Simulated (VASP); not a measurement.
# Au (Fm-3m) in VASP: further runs

The runs below take Au through single point, with r2SCAN.

Program: VASP 6.6.1. These are calculated values, not measurements. Logs are shortened: lines on timing, memory, paths and dates and some standing lists are left out, and cuts for length are marked.

## 1. The cell of the first run

It takes space group Fm-3m (No. 225, cubic). Conventional cell: a = 4.070 Å, b = 4.070 Å, c = 4.070 Å, α = 90.00°, β = 90.00°, γ = 90.00°. Within 3.8 Å of Au (site symmetry m-3m) lie 12 Au at 2.88 Å.

## 2. Single point, r2SCAN

The input, POSCAR:

```
Au
1.0
    0.0000000000      2.0350000000      2.0350000000
    2.0350000000      0.0000000000      2.0350000000
    2.0350000000      2.0350000000      0.0000000000
Au
1
Direct
    0.0000000000      0.0000000000      0.0000000000
```

The input, INCAR.step1:

```
SYSTEM = Au
ALGO = Normal
EDIFF = 1E-4
ENCUT = 520
GGA = PE
ISMEAR = 0
LASPH = .TRUE.
LCHARG = .FALSE.
LREAL = .FALSE.
LWAVE = .TRUE.
NBANDS = 12
NELM = 80
PREC = Accurate
SIGMA = 0.1
```

The input, INCAR.step2:

```
SYSTEM = Au
ALGO = Normal
EDIFF = 1E-6
ENCUT = 520
ISIF = 2
ISMEAR = 0
ISTART = 1
LASPH = .TRUE.
LCHARG = .FALSE.
LMIXTAU = .TRUE.
LREAL = .FALSE.
LWAVE = .FALSE.
METAGGA = R2SCAN
NBANDS = 12
NELM = 80
PREC = Accurate
SIGMA = 0.1
```

The input, KPOINTS:

```
k-points
0
G
  8 8 8
  0 0 0
```

Potentials or basis: VASP PAW PBE potentials, release 64 (Au).

On the command line:

```console
$ cat potpaw_PBE.64/Au/POTCAR > POTCAR
$ cp INCAR.step1 INCAR
$ mpirun -np 1 vasp_std > vasp.out
$ cp INCAR.step2 INCAR
$ mpirun -np 1 vasp_std > vasp.out
```

OUTCAR:

```text
SYSTEM = Au
   EDIFF = 1E-6
   ENCUT = 520
   ISIF = 2
   ISMEAR = 0
   ISTART = 1
   LASPH = .TRUE.
   LREAL = .FALSE.
   METAGGA = R2SCAN
   NELM = 80
   PREC = Accurate

 ion  position               nearest neighbor table
   1  0.000  0.000  0.000-

  LATTYP: Found a face centered cubic cell.
 ALAT       =     4.0700000000

  Lattice vectors:

 A1 = (   0.0000000000,   2.0350000000,   2.0350000000)
 A2 = (   2.0350000000,   0.0000000000,   2.0350000000)
 A3 = (   2.0350000000,   2.0350000000,   0.0000000000)

Analysis of symmetry for initial positions (statically):
=====================================================================
 Subroutine PRICEL returns:
 Original cell was already a primitive cell.

 Routine SETGRP: Setting up the symmetry group for a
 face centered cubic supercell.

 Subroutine GETGRP returns: Found 48 space group operations
 (whereof 48 operations were pure point group operations)
 out of a pool of 48 trial point group operations.

The static configuration has the point symmetry O_h .

Analysis of symmetry for dynamics (positions and initial velocities):
=====================================================================
 Subroutine PRICEL returns:
 Original cell was already a primitive cell.

 Routine SETGRP: Setting up the symmetry group for a
 face centered cubic supercell.

 Subroutine GETGRP returns: Found 48 space group operations
 (whereof 48 operations were pure point group operations)
 out of a pool of 48 trial point group operations.

The dynamic configuration has the point symmetry O_h .

 Subroutine INISYM returns: Found 48 space group operations
 (whereof 48 operations are pure point group operations),
 and found     1 'primitive' translations

----------------------------------------------------------------------------------------

                                     Primitive cell

  volume of cell :      16.8548

  direct lattice vectors                    reciprocal lattice vectors
     0.000000000  2.035000000  2.035000000    -0.245700246  0.245700246  0.245700246
     2.035000000  0.000000000  2.035000000     0.245700246 -0.245700246  0.245700246
     2.035000000  2.035000000  0.000000000     0.245700246  0.245700246 -0.245700246

  length of vectors
     2.877924599  2.877924599  2.877924599     0.425565309  0.425565309  0.425565309

  position of ions in fractional coordinates (direct lattice)
     0.000000000  0.000000000  0.000000000

  ion indices of the primitive-cell ions
   primitive index   ion index
                 1           1

----------------------------------------------------------------------------------------

 KPOINTS: k-points

Automatic generation of k-mesh.
 Grid dimensions read from file:
 generate k-points for:    8    8    8

 Generating k-lattice:

  Cartesian coordinates                     Fractional coordinates (reciprocal lattice)
    -0.030712531  0.030712531  0.030712531     0.125000000  0.000000000  0.000000000
     0.030712531 -0.030712531  0.030712531     0.000000000  0.125000000  0.000000000
     0.030712531  0.030712531 -0.030712531     0.000000000  0.000000000  0.125000000

  Length of vectors
     0.053195664  0.053195664  0.053195664

  Shift w.r.t. Gamma in fractional coordinates (k-lattice)
     0.000000000  0.000000000  0.000000000

 Subroutine IBZKPT returns following result:
 ===========================================

 Found     29 irreducible k-points:

 Following reciprocal coordinates:
            Coordinates               Weight
  0.000000  0.000000  0.000000      1.000000
  0.125000  0.000000  0.000000      8.000000
  0.250000  0.000000  0.000000      8.000000
  0.375000  0.000000  0.000000      8.000000
  0.500000  0.000000  0.000000      4.000000
  0.125000  0.125000  0.000000      6.000000
[... 16 lines left out ...]
  0.500000  0.250000  0.125000     48.000000
 -0.375000  0.250000  0.125000     24.000000
 [... further k-points ...]
   k-points           NKPTS =     29   k-points in BZ     NKDIM =     29   number of bands    NBANDS=     12
   number of dos      NEDOS =    301   number of ions     NIONS =      1
   total plane-waves  NPLWV =  13824
   dimension x,y,z NGX =    24 NGY =   24 NGZ =   24
   dimension x,y,z NGXF=    48 NGYF=   48 NGZF=   48
   ions per type =               1
   NGX,Y,Z   is equivalent  to a cutoff of  13.86, 13.86, 13.86 a.u.
   NGXF,Y,Z  is equivalent  to a cutoff of  27.73, 27.73, 27.73 a.u.
 SYSTEM =  Au
   PREC   = accura    normal or accurate (medium, high low for compatibility)
   ISTART =      1    job   : 0-new  1-cont  2-samecut
   ICHARG =      0    charge: 1-file 2-atom 10-const
   ISPIN  =      1    spin polarized calculation?
   LNONCOLLINEAR =      F non collinear calculations
   LSORBIT =      F    spin-orbit coupling
   LASPH  =      T    aspherical Exc in radial PAW
   ENCUT  =  520.0 eV  38.22 Ry    6.18 a.u.   5.35  5.35  5.35*2*pi/ulx,y,z
   NELM   =     80;   NELMIN=  2; NELMDL=  0     # of ELM steps
   EDIFF  = 0.1E-05   stopping-criterion for ELM
   LREAL  =      F    real-space projection
   EDIFFG = 0.1E-04   stopping-criterion for IOM
   NSW    =      0    number of steps for IOM
   IBRION =     -1    ionic relax: 0-MD 1-quasi-New 2-CG
   NFREE  =      0    steps in history (QN), initial steepest desc. (CG)
   ISIF   =      2    stress and relaxation
   ISYM   =      2    0-nonsym 1-usesym 2-fastsym
   POTIM  = 0.5000    time-step for ionic-motion
   TEBEG  =    0.0;   TEEND  =   0.0 temperature during run
   PSTRESS=    0.0 pullay stress
   NELECT =      11.0000    total number of electrons
   NUPDOWN=      -1.0000    fix difference up-down
   EMIN   =  10.00;   EMAX   =-10.00  energy-range for DOS
   EFERMI =   0.00;   METHOD = LEGACY
   ISMEAR =     0;   SIGMA  =   0.10  broadening in eV -4-tet -1-fermi 0-gaus
   EFERMI_NEDOS =   21; number of points for ismear=-14 and -15
   IALGO  =     38    algorithm
   IMIX   =      4    mixing-type and parameters
     AMIX     =   0.40;   BMIX     =  1.00
     AMIX_MAG =   1.60;   BMIX_MAG =  1.00
  volume/ion in A,a.u.               =      16.85       113.74
  Fermi-wavevector in a.u.,A,eV,Ry     =   1.420032  2.683470 27.436005  2.016489
  Thomas-Fermi vector in A             =   2.540990
   LORBIT       =      0    0 simple, 1 ext, 2 COOP (PROOUT), +10 PAW based schemes
   METAGGA = R2SCAN    functional components
   LHFCALC =     F    Hartree Fock is set to
   AEXX    =    0.0000 exact exchange contribution
   IVDW    =     0    specifies the selected vdW correction
   LEPSILON=     F    determine dielectric tensor
   LRPA    =     F    only Hartree local field effects (RPA)
 non-spin polarized calculation
 Gauss-broadening in eV      SIGMA  =   0.10
  energy-cutoff  :      520.00
  volume of cell :       16.85
 maximum number of plane-waves:       469
 NGX is ok and might be reduce to    24
   NGX = 11   NGY = 11   NGZ = 11

 number of electron      10.9999999 magnetization

 Free energy of the ion-electron system (eV)
  ---------------------------------------------------
  ext. energy  EPLUGINS =         0.00000000
  ---------------------------------------------------
  free energy    TOTEN  =       -50.54045728 eV

  energy without entropy =      -50.53739607  energy(sigma->0) =      -50.53892668

 E-fermi :   9.4423     XC(G=0): -13.7024

 val. band max:        9.3678141218   @ k =   0.5000   0.2500   0.1250
 cond. band min:       9.6638263959   @ k =   0.5000   0.3750   0.1250
 fundamental gap:      0.2960122741
 Fermi energy:         9.4422615746

 k-point     1 :       0.0000    0.0000    0.0000
  band No.  band energies     occupation
      1      -0.7016      2.00000
      2       4.5077      2.00000
      3       4.5077      2.00000
      4       4.5077      2.00000
      5       6.0734      2.00000
      6       6.0734      2.00000
      7      24.8234      0.00000
      8      28.9817      0.00000
      9      28.9817      0.00000
     10      28.9817      0.00000
     11      34.3020      0.00000
     12      38.8866      0.00000

 k-point     2 :       0.1250    0.0000    0.0000
  band No.  band energies     occupation
      1      -0.1453      2.00000
      2       4.3528      2.00000
      3       4.6801      2.00000
      4       4.6801      2.00000
      5       6.0138      2.00000
      6       6.0138      2.00000
      7      25.2859      0.00000
      8      26.3572      0.00000
      9      29.6181      0.00000
     10      29.6181      0.00000
     11      34.1609      0.00000
     12      36.4824      0.00000

 k-point     3 :       0.2500    0.0000    0.0000
  band No.  band energies     occupation
      1       1.1533      2.00000
      2       4.4151      2.00000
      3       4.7955      2.00000
      4       4.7955      2.00000
      5       6.2560      2.00000
      6       6.2560      2.00000
      7      21.3118      0.00000
      8      25.9650      0.00000
      9      30.4586      0.00000
     10      30.4586      0.00000
     11      32.4096      0.00000
     12      33.6967      0.00000
[... 286 lines left out ...]
 k-point    23 :       0.5000    0.2500    0.1250
  band No.  band energies     occupation
      1       2.8924      2.00000
      2       4.0193      2.00000
      3       4.2481      2.00000
      4       5.5953      2.00000
      5       6.8402      2.00000
      6       9.3678      1.70759
      7      16.9377      0.00000
      8      22.0848      0.00000
      9      24.6187      0.00000
     10      28.9948      0.00000
     11      33.0999      0.00000
     12      36.9454      0.00000

 k-point    24 :      -0.3750    0.2500    0.1250
  band No.  band energies     occupation
      1       2.8683      2.00000
      2       3.8204      2.00000
      3       5.0163      2.00000
      4       5.3727      2.00000
      5       7.2073      2.00000
      6      12.3555      0.00000
      7      12.7641      0.00000
      8      22.3359      0.00000
      9      23.3678      0.00000
     10      28.1326      0.00000
     11      34.5533      0.00000
     12      37.7188      0.00000

 [... further k-points ...]
[... 5 lines left out ...]
  --------------------------------------------------------------------------------------
  -------------------------------------------------------------------------------------
  Total        0.8675808      0.8675808      0.8675808     -0.0000000      0.0000000     -0.0000000
  in kB       82.4702401     82.4702401     82.4702401     -0.0000000      0.0000000     -0.0000000
  external PRESSURE =      82.4702401 kB  Pullay stress =       0.0000000 kB

 VOLUME and BASIS-vectors are now :
 -----------------------------------------------------------------------------
  energy-cutoff  :      520.00
  volume of cell :       16.85
      direct lattice vectors                 reciprocal lattice vectors
     0.000000000  2.035000000  2.035000000    -0.245700246  0.245700246  0.245700246
     2.035000000  0.000000000  2.035000000     0.245700246 -0.245700246  0.245700246
     2.035000000  2.035000000  0.000000000     0.245700246  0.245700246 -0.245700246

 POSITION                                       TOTAL-FORCE (eV/Angst)
 -----------------------------------------------------------------------------------
      0.00000      0.00000      0.00000        -0.000000      0.000000     -0.000000
 -----------------------------------------------------------------------------------
    total drift:                                0.000000      0.000000     -0.000000

  FREE ENERGIE OF THE ION-ELECTRON SYSTEM (eV)
  ---------------------------------------------------
  free  energy   TOTEN  =       -50.5404572823 eV

  energy  without entropy=      -50.5373960679  energy(sigma->0) =      -50.53892668
```

Wall time 16 s (1 thread of Intel Xeon Platinum 8375C at 2.90GHz (Ice Lake), shared host); peak memory 0.15 GiB.

Results:

```
Free energy : -50.5405 eV
Pressure    : 8.2 GPa
```

Caveat: the PAW data sets were made with another functional, which shifts forces and pressure a little; spin-orbit coupling is left out, which moves the levels of the heavy elements.

## 3. Single point, r2SCAN

This run uses another cell than the first one, of 17.53 Å³/atom, 1.040 times its volume.

The input, POSCAR:

```
Au
1.0
    0.0000000000      2.0620134802      2.0620134802
    2.0620134802      0.0000000000      2.0620134802
    2.0620134802      2.0620134802      0.0000000000
Au
1
Direct
    0.0000000000      0.0000000000      0.0000000000
```

The input, INCAR.step1:

```
PREC = Accurate
ENCUT = 520
ISMEAR = 0
SIGMA = 0.1
LREAL = False
LASPH = True
NELM = 80
NBANDS = 12
GGA = PE
ALGO = Normal
EDIFF = 1E-4
LWAVE = True
LCHARG = False
```

The input, INCAR.step2:

```
PREC = Accurate
ENCUT = 520
EDIFF = 1E-6
ISMEAR = 0
SIGMA = 0.1
LREAL = False
LASPH = True
NELM = 80
ALGO = Normal
ISIF = 2
LWAVE = False
LCHARG = True
METAGGA = R2SCAN
LMIXTAU = True
LELF = True
LVHAR = True
NBANDS = 12
ISTART = 1
```

The input, KPOINTS:

```
regular mesh
0
Gamma
  18 18 18
```

Potentials or basis: VASP PAW PBE potentials, release 64 (Au).

On the command line:

```console
$ cat potpaw_PBE.64/Au/POTCAR > POTCAR
$ cp INCAR.step1 INCAR
$ mpirun -np 1 vasp_std > vasp.out
$ cp INCAR.step2 INCAR
$ mpirun -np 1 vasp_std > vasp.out
```

It took 77 s on 1 thread of Intel Xeon Platinum 8375C at 2.90GHz (Ice Lake), shared host; peak memory 0.17 GiB.

Results (log left out):

* Free energy: -50.5970 eV
* Pressure: 0.3 GPa

Levels at points of the mesh, in eV from the Fermi level:
```csv
k point,band 4,band 5,band 6,band 7,band 8,band 9
"(0.00, 0.00, 0.00)",-4.76,-3.30,-3.30,15.39,19.31,19.31
"(0.50, 0.00, 0.00)",-2.11,-2.11,-0.63,3.06,14.87,17.73
"(0.50, 0.50, 0.00)",-1.79,-1.79,1.31,5.81,10.48,10.48
```

Caveat: the PAW data sets were made with another functional, which shifts forces and pressure a little; spin-orbit coupling is left out, which moves the levels of the heavy elements.
